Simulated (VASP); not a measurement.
# Tl (I4_1/amd) in VASP: further runs, part 2 of 3

VASP 6.6.1.

### 4 Single point, PBE (33.34 Å³/atom)

This run uses another cell than the first one, of 33.34 Å³/atom.

INCAR

```
PREC = Accurate
ENCUT = 520
EDIFF = 1E-6
ISMEAR = -1
SIGMA = 0.08
LREAL = False
LASPH = True
NELM = 80
ALGO = Normal
ISIF = 2
LWAVE = False
LCHARG = True
GGA = PE
LELF = True
LVHAR = True
NBANDS = 20
```

KPOINTS

```
Automatic mesh
0
Gamma
  13 13 13
```

POSCAR

```
Tl
1.0
   -3.1472153242      3.1472153242      1.6827670245
    3.1472153242     -3.1472153242      1.6827670245
    3.1472153242      3.1472153242     -1.6827670245
Tl
2
Direct
   -0.3750000000     -0.1250000000     -0.2500000000
    0.3750000000      0.1250000000      0.2500000000
```

Potentials or basis: VASP PAW PBE potentials, release 64 (Tl_d).

Started as:

```
> cat potpaw_PBE.64/Tl_d/POTCAR > POTCAR
> mpirun -np 1 vasp_std > vasp.out
```

OUTCAR:

```text
PREC = Accurate
   ENCUT = 520
   EDIFF = 1E-6
   ISMEAR = -1
   LREAL = False
   LASPH = True
   NELM = 80
   ISIF = 2
   GGA = PE

 ion  position               nearest neighbor table
   1  0.625  0.875  0.750-   2 3.26   2 3.26   2 3.26   2 3.26   2 4.03   2 4.03   2 4.03   2 4.03

   2  0.375  0.125  0.250-   1 3.26   1 3.26   1 3.26   1 3.26   1 4.03   1 4.03   1 4.03   1 4.03

  LATTYP: Found a body centered tetragonal cell.
 ALAT       =     6.2944306484
 C/A-ratio  =     0.5346844277

  Lattice vectors:

 A1 = (  -3.1472153242,   3.1472153242,   1.6827670245)
 A2 = (   3.1472153242,  -3.1472153242,   1.6827670245)
 A3 = (   3.1472153242,   3.1472153242,  -1.6827670245)

Analysis of symmetry for initial positions (statically):
=====================================================================
 Subroutine PRICEL returns:
 Original cell was already a primitive cell.

 Routine SETGRP: Setting up the symmetry group for a
 body centered tetragonal supercell.

 Subroutine GETGRP returns: Found 16 space group operations
 (whereof  4 operations were pure point group operations)
 out of a pool of 16 trial point group operations.

The static configuration has the point symmetry C_2h.
 The point group associated with its full space group is D_4h.

Analysis of symmetry for dynamics (positions and initial velocities):
=====================================================================
 Subroutine PRICEL returns:
 Original cell was already a primitive cell.

 Routine SETGRP: Setting up the symmetry group for a
 body centered tetragonal supercell.

 Subroutine GETGRP returns: Found 16 space group operations
 (whereof  4 operations were pure point group operations)
 out of a pool of 16 trial point group operations.

The dynamic configuration has the point symmetry C_2h.
 The point group associated with its full space group is D_4h.

 Subroutine INISYM returns: Found 16 space group operations
 (whereof  4 operations are pure point group operations),
 and found     1 'primitive' translations

----------------------------------------------------------------------------------------

                                     Primitive cell

  volume of cell :      66.6710

  direct lattice vectors                    reciprocal lattice vectors
    -3.147215324  3.147215324  1.682767024     0.000000000  0.158870604  0.297129664
     3.147215324 -3.147215324  1.682767024     0.158870604  0.000000000  0.297129664
     3.147215324  3.147215324 -1.682767024     0.158870604  0.158870604  0.000000000

  length of vectors
     4.758322546  4.758322546  4.758322546     0.336936056  0.336936056  0.224676963

  position of ions in fractional coordinates (direct lattice)
     0.625000000  0.875000000  0.750000000
     0.375000000  0.125000000  0.250000000

  ion indices of the primitive-cell ions
   primitive index   ion index
                 1           1
                 2           2

----------------------------------------------------------------------------------------

 KPOINTS: Automatic mesh

Automatic generation of k-mesh.
 Grid dimensions read from file:
 generate k-points for:   13   13   13

 Generating k-lattice:

  Cartesian coordinates                     Fractional coordinates (reciprocal lattice)
     0.000000000  0.012220816  0.022856128     0.076923077  0.000000000 -0.000000000
     0.012220816  0.000000000  0.022856128     0.000000000  0.076923077 -0.000000000
     0.012220816  0.012220816  0.000000000     0.000000000  0.000000000  0.076923077

  Length of vectors
     0.025918158  0.025918158  0.017282843

  Shift w.r.t. Gamma in fractional coordinates (k-lattice)
     0.000000000  0.000000000  0.000000000

 Subroutine IBZKPT returns following result:
 ===========================================

 Found    196 irreducible k-points:

 Following reciprocal coordinates:
            Coordinates               Weight
  0.000000  0.000000  0.000000      1.000000
  0.076923  0.000000 -0.000000      8.000000
  0.153846  0.000000 -0.000000      8.000000
  0.230769  0.000000 -0.000000      8.000000
  0.307692  0.000000 -0.000000      8.000000
  0.384615  0.000000 -0.000000      8.000000
[... 16 lines left out ...]
  0.384615  0.153846 -0.000000     16.000000
  0.461538  0.153846 -0.000000     16.000000
 [... further k-points ...]
   k-points           NKPTS =    196   k-points in BZ     NKDIM =    196   number of bands    NBANDS=     20
   number of dos      NEDOS =    301   number of ions     NIONS =      2
   total plane-waves  NPLWV =  46656
   dimension x,y,z NGX =    36 NGY =   36 NGZ =   36
   dimension x,y,z NGXF=    72 NGYF=   72 NGZF=   72
   ions per type =               2
   NGX,Y,Z   is equivalent  to a cutoff of  12.58, 12.58, 12.58 a.u.
   NGXF,Y,Z  is equivalent  to a cutoff of  25.16, 25.16, 25.16 a.u.
 SYSTEM =  unknown system
   PREC   = accura    normal or accurate (medium, high low for compatibility)
   ISTART =      0    job   : 0-new  1-cont  2-samecut
   ICHARG =      2    charge: 1-file 2-atom 10-const
   ISPIN  =      1    spin polarized calculation?
   LNONCOLLINEAR =      F non collinear calculations
   LSORBIT =      F    spin-orbit coupling
   LASPH  =      T    aspherical Exc in radial PAW
   ENCUT  =  520.0 eV  38.22 Ry    6.18 a.u.   8.85  8.85  8.85*2*pi/ulx,y,z
   NELM   =     80;   NELMIN=  2; NELMDL= -5     # of ELM steps
   EDIFF  = 0.1E-05   stopping-criterion for ELM
   LREAL  =      F    real-space projection
   EDIFFG = 0.1E-04   stopping-criterion for IOM
   NSW    =      0    number of steps for IOM
   IBRION =     -1    ionic relax: 0-MD 1-quasi-New 2-CG
   NFREE  =      0    steps in history (QN), initial steepest desc. (CG)
   ISIF   =      2    stress and relaxation
   ISYM   =      2    0-nonsym 1-usesym 2-fastsym
   POTIM  = 0.5000    time-step for ionic-motion
   TEBEG  =    0.0;   TEEND  =   0.0 temperature during run
   PSTRESS=    0.0 pullay stress
   NELECT =      26.0000    total number of electrons
   NUPDOWN=      -1.0000    fix difference up-down
   EMIN   =  10.00;   EMAX   =-10.00  energy-range for DOS
   EFERMI =   0.00;   METHOD = LEGACY
   ISMEAR =    -1;   SIGMA  =   0.08  broadening in eV -4-tet -1-fermi 0-gaus
   EFERMI_NEDOS =   21; number of points for ismear=-14 and -15
   IALGO  =     38    algorithm
   IMIX   =      4    mixing-type and parameters
     AMIX     =   0.40;   BMIX     =  1.00
     AMIX_MAG =   1.60;   BMIX_MAG =  1.00
  volume/ion in A,a.u.               =      33.34       224.96
  Fermi-wavevector in a.u.,A,eV,Ry     =   1.196062  2.260229 19.464005  1.430564
  Thomas-Fermi vector in A             =   2.332012
   LORBIT       =      0    0 simple, 1 ext, 2 COOP (PROOUT), +10 PAW based schemes
   GGA     = PE    functional components
   LHFCALC =     F    Hartree Fock is set to
   AEXX    =    0.0000 exact exchange contribution
   IVDW    =     0    specifies the selected vdW correction
   LEPSILON=     F    determine dielectric tensor
   LRPA    =     F    only Hartree local field effects (RPA)
 non-spin polarized calculation
  energy-cutoff  :      520.00
  volume of cell :       66.67
 maximum number of plane-waves:      1822
   NGX = 17   NGY = 17   NGZ = 17

 number of electron      25.9999998 magnetization

 Free energy of the ion-electron system (eV)
  ---------------------------------------------------
  ext. energy  EPLUGINS =         0.00000000
  ---------------------------------------------------
  free energy    TOTEN  =        -4.28332339 eV

  energy without entropy =       -4.25910199  energy(sigma->0) =       -4.27121269

 E-fermi :   5.2474     XC(G=0):  -9.3981

 val. band max:        5.2311442759   @ k =  -0.2308   0.1538   0.0000
 cond. band min:       5.2480559444   @ k =  -0.3846   0.1538   0.0000
 fundamental gap:      0.0169116686
 Fermi energy:         5.2474135659

 k-point     1 :       0.0000    0.0000    0.0000
  band No.  band energies     occupation
      1      -6.8316      2.00000
      2      -6.6651      2.00000
      3      -6.6577      2.00000
      4      -6.6233      2.00000
      5      -6.2078      2.00000
      6      -6.2078      2.00000
[... 12 lines left out ...]
     19      13.5684      0.00000
     20      15.3683      0.00000

 k-point     2 :       0.0769    0.0000   -0.0000
  band No.  band energies     occupation
      1      -6.8244      2.00000
      2      -6.6464      2.00000
      3      -6.6394      2.00000
      4      -6.5863      2.00000
      5      -6.2373      2.00000
      6      -6.2349      2.00000
[... 498 lines left out ...]
 k-point    24 :       0.4615    0.1538   -0.0000
  band No.  band energies     occupation
      1      -6.6874      2.00000
      2      -6.5628      2.00000
      3      -6.5378      2.00000
      4      -6.4495      2.00000
      5      -6.3646      2.00000
      6      -6.3296      2.00000
[... 12 lines left out ...]
     19      14.0643      0.00000
     20      14.8172      0.00000

 [... further k-points ...]
[... 5 lines left out ...]
  --------------------------------------------------------------------------------------
  -------------------------------------------------------------------------------------
  Total       -0.0208204     -0.0208204     -0.0181116      0.0000000     -0.0000000      0.0000000
  in kB       -0.5003371     -0.5003371     -0.4352420      0.0000000     -0.0000000      0.0000000
  external PRESSURE =      -0.4786387 kB  Pullay stress =       0.0000000 kB

 VOLUME and BASIS-vectors are now :
 -----------------------------------------------------------------------------
  energy-cutoff  :      520.00
  volume of cell :       66.67
      direct lattice vectors                 reciprocal lattice vectors
    -3.147215324  3.147215324  1.682767024     0.000000000  0.158870604  0.297129664
     3.147215324 -3.147215324  1.682767024     0.158870604  0.000000000  0.297129664
     3.147215324  3.147215324 -1.682767024     0.158870604  0.158870604  0.000000000

 POSITION                                       TOTAL-FORCE (eV/Angst)
 -----------------------------------------------------------------------------------
      3.14722      1.57361      1.26208        -0.000000      0.000000      0.000000
     -0.00000      1.57361      0.42069         0.000000     -0.000000     -0.000000
 -----------------------------------------------------------------------------------
    total drift:                               -0.000000     -0.000000      0.000000

  FREE ENERGIE OF THE ION-ELECTRON SYSTEM (eV)
  ---------------------------------------------------
  free  energy   TOTEN  =        -4.2833233896 eV

  energy  without entropy=       -4.2591019878  energy(sigma->0) =       -4.27121269
```

Run time: 72 s. Hardware: 1 thread of Intel Xeon 6975P-C (Granite Rapids), shared host; peak memory 0.35 GiB.

Results:

| Item | Value |
| --- | --- |
| Free energy | -4.2833 eV |
| Pressure | 0.0 GPa |
| Band gap on the k mesh | zero (bands 13 and 14 overlap by 4.88 eV) |

Caveat: spin-orbit coupling is left out, which moves the levels of the heavy elements.

(Part 2 of 3 ends here.)

The gap in the log of VASP goes by the Fermi energy; the results here count the filled bands.